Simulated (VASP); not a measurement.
# Zn (Fm-3m) in VASP: notebook

Runs on Zn. Level: r2SCAN. Tasks: single point.

Everything below comes from runs of VASP 6.6.1. Logs are shortened: lines on timing, memory, paths and dates and some standing lists are left out, and cuts for length are marked.

### 1 The cell of the first run

Symmetry: Fm-3m, No. 225, cubic system. The conventional cell has a = 3.909 Å, b = 3.909 Å, c = 3.909 Å, α = 90.00°, β = 90.00°, γ = 90.00°. Within 3.6 Å of Zn (site symmetry m-3m) lie 12 Zn at 2.76 Å.

This isn't the form of Zn at room conditions, which is hcp.

### 2 Single point, r2SCAN (14.93 Å³/atom)

Input file POSCAR:

```
Zn
1.0
    0.0000000000      1.9543784818      1.9543784818
    1.9543784818      0.0000000000      1.9543784818
    1.9543784818      1.9543784818      0.0000000000
Zn
1
Direct
    0.0000000000      0.0000000000      0.0000000000
```

Input file INCAR.step1:

```
PREC = Accurate
ENCUT = 520
ISMEAR = -1
SIGMA = 0.1
LREAL = F
LASPH = T
NELM = 80
NBANDS = 12
GGA = PE
ALGO = Normal
EDIFF = 1E-4
LWAVE = T
LCHARG = F
```

Input file INCAR.step2:

```
PREC = Accurate
ENCUT = 520
EDIFF = 1E-6
ISMEAR = -1
SIGMA = 0.1
LREAL = F
LASPH = T
NELM = 80
ALGO = Normal
ISIF = 2
LWAVE = F
LCHARG = F
METAGGA = R2SCAN
LMIXTAU = T
NBANDS = 12
ISTART = 1
```

Input file KPOINTS:

```
regular mesh
0
Gamma
  16 16 16
```

Potentials or basis: VASP PAW PBE potentials, release 64 (Zn).

Run with:

```bash
> cat potpaw_PBE.64/Zn/POTCAR > POTCAR
> cp INCAR.step1 INCAR
> mpirun -np 1 vasp_std > vasp.out
> cp INCAR.step2 INCAR
> mpirun -np 1 vasp_std > vasp.out
```

OUTCAR:

```text
PREC = Accurate
   ENCUT = 520
   EDIFF = 1E-6
   ISMEAR = -1
   LREAL = F
   LASPH = T
   NELM = 80
   ISIF = 2
   METAGGA = R2SCAN
   ISTART = 1

 ion  position               nearest neighbor table
   1  0.000  0.000  0.000-

  LATTYP: Found a face centered cubic cell.
 ALAT       =     3.9087569636

  Lattice vectors:

 A1 = (   0.0000000000,   1.9543784818,   1.9543784818)
 A2 = (   1.9543784818,   0.0000000000,   1.9543784818)
 A3 = (   1.9543784818,   1.9543784818,   0.0000000000)

Analysis of symmetry for initial positions (statically):
=====================================================================
 Subroutine PRICEL returns:
 Original cell was already a primitive cell.

 Routine SETGRP: Setting up the symmetry group for a
 face centered cubic supercell.

 Subroutine GETGRP returns: Found 48 space group operations
 (whereof 48 operations were pure point group operations)
 out of a pool of 48 trial point group operations.

The static configuration has the point symmetry O_h .

Analysis of symmetry for dynamics (positions and initial velocities):
=====================================================================
 Subroutine PRICEL returns:
 Original cell was already a primitive cell.

 Routine SETGRP: Setting up the symmetry group for a
 face centered cubic supercell.

 Subroutine GETGRP returns: Found 48 space group operations
 (whereof 48 operations were pure point group operations)
 out of a pool of 48 trial point group operations.

The dynamic configuration has the point symmetry O_h .

 Subroutine INISYM returns: Found 48 space group operations
 (whereof 48 operations are pure point group operations),
 and found     1 'primitive' translations

----------------------------------------------------------------------------------------

                                     Primitive cell

  volume of cell :      14.9299

  direct lattice vectors                    reciprocal lattice vectors
     0.000000000  1.954378482  1.954378482    -0.255835809  0.255835809  0.255835809
     1.954378482  0.000000000  1.954378482     0.255835809 -0.255835809  0.255835809
     1.954378482  1.954378482  0.000000000     0.255835809  0.255835809 -0.255835809

  length of vectors
     2.763908555  2.763908555  2.763908555     0.443120620  0.443120620  0.443120620

  position of ions in fractional coordinates (direct lattice)
     0.000000000  0.000000000  0.000000000

  ion indices of the primitive-cell ions
   primitive index   ion index
                 1           1

----------------------------------------------------------------------------------------

 KPOINTS: regular mesh

Automatic generation of k-mesh.
 Grid dimensions read from file:
 generate k-points for:   16   16   16

 Generating k-lattice:

  Cartesian coordinates                     Fractional coordinates (reciprocal lattice)
    -0.015989738  0.015989738  0.015989738     0.062500000  0.000000000  0.000000000
     0.015989738 -0.015989738  0.015989738     0.000000000  0.062500000  0.000000000
     0.015989738  0.015989738 -0.015989738     0.000000000  0.000000000  0.062500000

  Length of vectors
     0.027695039  0.027695039  0.027695039

  Shift w.r.t. Gamma in fractional coordinates (k-lattice)
     0.000000000  0.000000000  0.000000000

 Subroutine IBZKPT returns following result:
 ===========================================

 Found    145 irreducible k-points:

 Following reciprocal coordinates:
            Coordinates               Weight
  0.000000  0.000000  0.000000      1.000000
  0.062500  0.000000  0.000000      8.000000
  0.125000  0.000000  0.000000      8.000000
  0.187500  0.000000  0.000000      8.000000
  0.250000  0.000000  0.000000      8.000000
  0.312500  0.000000  0.000000      8.000000
[... 16 lines left out ...]
 -0.125000  0.062500  0.000000     24.000000
 -0.062500  0.062500  0.000000     12.000000
 [... further k-points ...]
   k-points           NKPTS =    145   k-points in BZ     NKDIM =    145   number of bands    NBANDS=     12
   number of dos      NEDOS =    301   number of ions     NIONS =      1
   total plane-waves  NPLWV =  13824
   dimension x,y,z NGX =    24 NGY =   24 NGZ =   24
   dimension x,y,z NGXF=    48 NGYF=   48 NGZF=   48
   ions per type =               1
   NGX,Y,Z   is equivalent  to a cutoff of  14.44, 14.44, 14.44 a.u.
   NGXF,Y,Z  is equivalent  to a cutoff of  28.87, 28.87, 28.87 a.u.
 SYSTEM =  unknown system
   PREC   = accura    normal or accurate (medium, high low for compatibility)
   ISTART =      1    job   : 0-new  1-cont  2-samecut
   ICHARG =      0    charge: 1-file 2-atom 10-const
   ISPIN  =      1    spin polarized calculation?
   LNONCOLLINEAR =      F non collinear calculations
   LSORBIT =      F    spin-orbit coupling
   LASPH  =      T    aspherical Exc in radial PAW
   ENCUT  =  520.0 eV  38.22 Ry    6.18 a.u.   5.14  5.14  5.14*2*pi/ulx,y,z
   NELM   =     80;   NELMIN=  2; NELMDL=  0     # of ELM steps
   EDIFF  = 0.1E-05   stopping-criterion for ELM
   LREAL  =      F    real-space projection
   EDIFFG = 0.1E-04   stopping-criterion for IOM
   NSW    =      0    number of steps for IOM
   IBRION =     -1    ionic relax: 0-MD 1-quasi-New 2-CG
   NFREE  =      0    steps in history (QN), initial steepest desc. (CG)
   ISIF   =      2    stress and relaxation
   ISYM   =      2    0-nonsym 1-usesym 2-fastsym
   POTIM  = 0.5000    time-step for ionic-motion
   TEBEG  =    0.0;   TEEND  =   0.0 temperature during run
   PSTRESS=    0.0 pullay stress
   NELECT =      12.0000    total number of electrons
   NUPDOWN=      -1.0000    fix difference up-down
   EMIN   =  10.00;   EMAX   =-10.00  energy-range for DOS
   EFERMI =   0.00;   METHOD = LEGACY
   ISMEAR =    -1;   SIGMA  =   0.10  broadening in eV -4-tet -1-fermi 0-gaus
   EFERMI_NEDOS =   21; number of points for ismear=-14 and -15
   IALGO  =     38    algorithm
   IMIX   =      4    mixing-type and parameters
     AMIX     =   0.40;   BMIX     =  1.00
     AMIX_MAG =   1.60;   BMIX_MAG =  1.00
  volume/ion in A,a.u.               =      14.93       100.75
  Fermi-wavevector in a.u.,A,eV,Ry     =   1.522124  2.876396 31.522796  2.316860
  Thomas-Fermi vector in A             =   2.630746
   LORBIT       =      0    0 simple, 1 ext, 2 COOP (PROOUT), +10 PAW based schemes
   METAGGA = R2SCAN    functional components
   LHFCALC =     F    Hartree Fock is set to
   AEXX    =    0.0000 exact exchange contribution
   IVDW    =     0    specifies the selected vdW correction
   LEPSILON=     F    determine dielectric tensor
   LRPA    =     F    only Hartree local field effects (RPA)
 non-spin polarized calculation
  energy-cutoff  :      520.00
  volume of cell :       14.93
 maximum number of plane-waves:       415
 NGX is ok and might be reduce to    24
   NGX = 11   NGY = 11   NGZ = 11

 number of electron      12.0000009 magnetization

 Free energy of the ion-electron system (eV)
  ---------------------------------------------------
  ext. energy  EPLUGINS =         0.00000000
  ---------------------------------------------------
  free energy    TOTEN  =        -8.86366627 eV

  energy without entropy =       -8.85222620  energy(sigma->0) =       -8.85794624

 E-fermi :   3.0990     XC(G=0): -12.7736

 val. band max:        3.0692965326   @ k =  -0.3750   0.2500   0.0625
 cond. band min:       3.1265817994   @ k =  -0.3750   0.4375   0.0625
 fundamental gap:      0.0572852668
 Fermi energy:         3.0990003339

 k-point     1 :       0.0000    0.0000    0.0000
  band No.  band energies     occupation
      1      -7.8977      2.00000
      2      -4.9140      2.00000
      3      -4.9140      2.00000
      4      -4.9140      2.00000
      5      -4.5166      2.00000
      6      -4.5166      2.00000
      7      22.6562      0.00000
      8      22.6562      0.00000
      9      22.6562      0.00000
     10      22.8953      0.00000
     11      25.1111      0.00000
     12      25.1111      0.00000

 k-point     2 :       0.0625    0.0000    0.0000
  band No.  band energies     occupation
      1      -7.7726      2.00000
      2      -4.9248      2.00000
      3      -4.8999      2.00000
      4      -4.8998      2.00000
      5      -4.5207      2.00000
      6      -4.5207      2.00000
      7      20.2742      0.00000
      8      22.1890      0.00000
      9      22.1890      0.00000
     10      22.7798      0.00000
     11      25.7934      0.00000
     12      25.7934      0.00000

 k-point     3 :       0.1250    0.0000    0.0000
  band No.  band energies     occupation
      1      -7.4045      2.00000
      2      -4.9477      2.00000
      3      -4.8650      2.00000
      4      -4.8649      2.00000
      5      -4.5267      2.00000
      6      -4.5266      2.00000
      7      17.0107      0.00000
      8      21.4013      0.00000
      9      21.4013      0.00000
     10      22.6474      0.00000
     11      27.2163      0.00000
     12      27.2163      0.00000
[... 286 lines left out ...]
 k-point    23 :      -0.1250    0.0625    0.0000
  band No.  band energies     occupation
      1      -7.1254      2.00000
      2      -4.9779      2.00000
      3      -4.8398      2.00000
      4      -4.8291      2.00000
      5      -4.5661      2.00000
      6      -4.4834      2.00000
      7      16.0237      0.00000
      8      18.4858      0.00000
      9      22.7959      0.00000
     10      23.3891      0.00000
     11      26.2676      0.00000
     12      26.9203      0.00000

 k-point    24 :      -0.0625    0.0625    0.0000
  band No.  band energies     occupation
      1      -7.5663      2.00000
      2      -4.9476      2.00000
      3      -4.8803      2.00000
      4      -4.8690      2.00000
      5      -4.5440      2.00000
      6      -4.5073      2.00000
      7      19.1013      0.00000
      8      19.4674      0.00000
      9      23.0008      0.00000
     10      23.1761      0.00000
     11      25.3560      0.00000
     12      26.9715      0.00000

 [... further k-points ...]

------------------------ aborting loop because EDIFF is reached ----------------------------------------

  FORCE on cell =-STRESS in cart. coord.  units (eV):
  Direction    XX          YY          ZZ          XY          YZ          ZX
  --------------------------------------------------------------------------------------
  -------------------------------------------------------------------------------------
  Total       -0.2863580     -0.2863580     -0.2863580     -0.0000000      0.0000000      0.0000000
  in kB      -30.7300907    -30.7300907    -30.7300907     -0.0000000      0.0000000      0.0000000
  external PRESSURE =     -30.7300907 kB  Pullay stress =       0.0000000 kB

 VOLUME and BASIS-vectors are now :
 -----------------------------------------------------------------------------
  energy-cutoff  :      520.00
  volume of cell :       14.93
      direct lattice vectors                 reciprocal lattice vectors
     0.000000000  1.954378482  1.954378482    -0.255835809  0.255835809  0.255835809
     1.954378482  0.000000000  1.954378482     0.255835809 -0.255835809  0.255835809
     1.954378482  1.954378482  0.000000000     0.255835809  0.255835809 -0.255835809

 POSITION                                       TOTAL-FORCE (eV/Angst)
 -----------------------------------------------------------------------------------
      0.00000      0.00000      0.00000        -0.000000      0.000000     -0.000000
 -----------------------------------------------------------------------------------
    total drift:                               -0.000000      0.000000     -0.000000

  FREE ENERGIE OF THE ION-ELECTRON SYSTEM (eV)
  ---------------------------------------------------
  free  energy   TOTEN  =        -8.8636662714 eV

  energy  without entropy=       -8.8522261993  energy(sigma->0) =       -8.85794624
```

Run time: 90 s. Hardware: 1 thread of Intel Xeon 8259CL, shared host; peak memory 0.16 GiB.

Results:

```yaml
Free_energy: -8.8637 eV
Pressure: -3.1 GPa
Band_gap_on_the_k_mesh: zero (bands 6 and 7 overlap by 3.65 eV)
```

Caveat: the cell stands under tension; the PAW data sets were made with another functional, which shifts forces and pressure a little.

### 3 Single point, r2SCAN (15.50 Å³/atom)

This run uses another cell than the first one, of 15.50 Å³/atom.

Input file POSCAR:

```
Zn
1.0
    0.0000000000      1.9791200765      1.9791200765
    1.9791200765      0.0000000000      1.9791200765
    1.9791200765      1.9791200765      0.0000000000
Zn
1
Direct
    0.0000000000      0.0000000000      0.0000000000
```

Input file INCAR.step1:

```
PREC = Accurate ; ENCUT = 520
ISMEAR = -1 ; SIGMA = 0.1
LREAL = False ; LASPH = True
NELM = 60 ; NBANDS = 12
GGA = PE ; ALGO = Normal
EDIFF = 1E-4 ; LWAVE = True
LCHARG = False
```

Input file INCAR.step2:

```
PREC = Accurate ; ENCUT = 520
EDIFF = 1E-7 ; ISMEAR = -1
SIGMA = 0.1 ; LREAL = False
LASPH = True ; NELM = 60
ALGO = Normal ; ISIF = 2
LWAVE = False ; LCHARG = False
METAGGA = R2SCAN ; LMIXTAU = True
NBANDS = 12 ; ISTART = 1
```

Input file KPOINTS:

```
Automatic mesh
0
Gamma
  16 16 16
```

Potentials or basis: VASP PAW PBE potentials, release 64 (Zn).

Run with:

```bash
> cat potpaw_PBE.64/Zn/POTCAR > POTCAR
> cp INCAR.step1 INCAR
> mpirun -np 1 vasp_std > vasp.out
> cp INCAR.step2 INCAR
> mpirun -np 1 vasp_std > vasp.out
```

OUTCAR:

```text
PREC = Accurate
   ENCUT = 520
   EDIFF = 1E-7
   ISMEAR = -1
   LREAL = False
   LASPH = True
   NELM = 60
   ISIF = 2
   METAGGA = R2SCAN
   ISTART = 1

 ion  position               nearest neighbor table
   1  0.000  0.000  0.000-

  LATTYP: Found a face centered cubic cell.
 ALAT       =     3.9582401530

  Lattice vectors:

 A1 = (   0.0000000000,   1.9791200765,   1.9791200765)
 A2 = (   1.9791200765,   0.0000000000,   1.9791200765)
 A3 = (   1.9791200765,   1.9791200765,   0.0000000000)

Analysis of symmetry for initial positions (statically):
=====================================================================
 Subroutine PRICEL returns:
 Original cell was already a primitive cell.

 Routine SETGRP: Setting up the symmetry group for a
 face centered cubic supercell.

 Subroutine GETGRP returns: Found 48 space group operations
 (whereof 48 operations were pure point group operations)
 out of a pool of 48 trial point group operations.

The static configuration has the point symmetry O_h .

[... 166 lines left out ...]
  band No.  band energies     occupation
      1      -7.8515      2.00000
      2      -5.0814      2.00000
      3      -5.0813      2.00000
      4      -5.0813      2.00000
      5      -4.7111      2.00000
      6      -4.7111      2.00000
      7      21.8409      0.00000
      8      21.8410      0.00000
      9      21.8410      0.00000
     10      22.3433      0.00000
     11      24.3627      0.00000
     12      24.3627      0.00000
[... 331 lines left out ...]
 k-point    24 :      -0.0625    0.0625    0.0000
  band No.  band energies     occupation
      1      -7.5287      2.00000
      2      -5.1122      2.00000
      3      -5.0500      2.00000
      4      -5.0390      2.00000
      5      -4.7365      2.00000
      6      -4.7024      2.00000
      7      18.4722      0.00000
      8      18.7678      0.00000
      9      22.1612      0.00000
     10      22.5068      0.00000
     11      24.6040      0.00000
     12      26.2055      0.00000

 [... further k-points ...]

------------------------ aborting loop because EDIFF is reached ----------------------------------------

  FORCE on cell =-STRESS in cart. coord.  units (eV):
  Direction    XX          YY          ZZ          XY          YZ          ZX
  --------------------------------------------------------------------------------------
  -------------------------------------------------------------------------------------
  Total       -0.5303936     -0.5303936     -0.5303936     -0.0000000     -0.0000000     -0.0000000
  in kB      -54.8103337    -54.8103337    -54.8103337     -0.0000000     -0.0000000     -0.0000000
  external PRESSURE =     -54.8103337 kB  Pullay stress =       0.0000000 kB

 VOLUME and BASIS-vectors are now :
 -----------------------------------------------------------------------------
  energy-cutoff  :      520.00
  volume of cell :       15.50
      direct lattice vectors                 reciprocal lattice vectors
     0.000000000  1.979120077  1.979120077    -0.252637526  0.252637526  0.252637526
     1.979120077  0.000000000  1.979120077     0.252637526 -0.252637526  0.252637526
     1.979120077  1.979120077  0.000000000     0.252637526  0.252637526 -0.252637526

 POSITION                                       TOTAL-FORCE (eV/Angst)
 -----------------------------------------------------------------------------------
      0.00000      0.00000      0.00000        -0.000000      0.000000     -0.000000
 -----------------------------------------------------------------------------------
    total drift:                                0.000000      0.000000      0.000000

  FREE ENERGIE OF THE ION-ELECTRON SYSTEM (eV)
  ---------------------------------------------------
  free  energy   TOTEN  =        -8.8475606458 eV

  energy  without entropy=       -8.8353511424  energy(sigma->0) =       -8.84145589
```

Wall time 1.8 min (1 thread of Intel Xeon 8259CL, shared host); peak memory 0.16 GiB.

Results:

```yaml
Free_energy: -8.8476 eV
Pressure: -5.5 GPa
Band_gap_on_the_k_mesh: zero (bands 6 and 7 overlap by 3.68 eV)
```

Caveat: the cell stands under tension; the PAW data sets were made with another functional, which shifts forces and pressure a little.
